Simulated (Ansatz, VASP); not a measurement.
Two plane-wave programs on WC

```xyz
2
Lattice="2.8613 0.0000 0.0000 -1.4307 2.4780 0.0000 0.0000 0.0000 2.7908" Properties=species:S:1:pos:R:3 pbc="T T T"
W     0.0000    0.0000    0.0000
C     1.4307    0.8260    1.3954
```

Change from the starting cell: volume scaled by 0.96, PAW files.

Alike in both runs: task electric field gradients; functional PBE; k mesh 13 × 13 × 12; occupations fermi-dirac, width 0.05 eV; no spin polarisation.

```csv
,VASP,Ansatz
version,VASP 6.6.1,Ansatz 0.2.0
potentials or method,"VASP PAW PBE potentials, release 64 (W_sv, C)","PAW with Ansatz's default frozen-core files, scalar-relativistic"
plane-wave cutoff (eV),520,420
valence electrons in the cell,18,18
```

```csv
,VASP,Ansatz,Ansatz less VASP
pressure (GPa),28.5,27.1,-1.42
"traceless stress, the component that is largest in VASP (GPa)",2.13,1.88,-0.248
size of Vzz on the site where it differs most (V/Å²),161.8,157.9,-3.96
```

Neither program's run includes spin-orbit coupling.
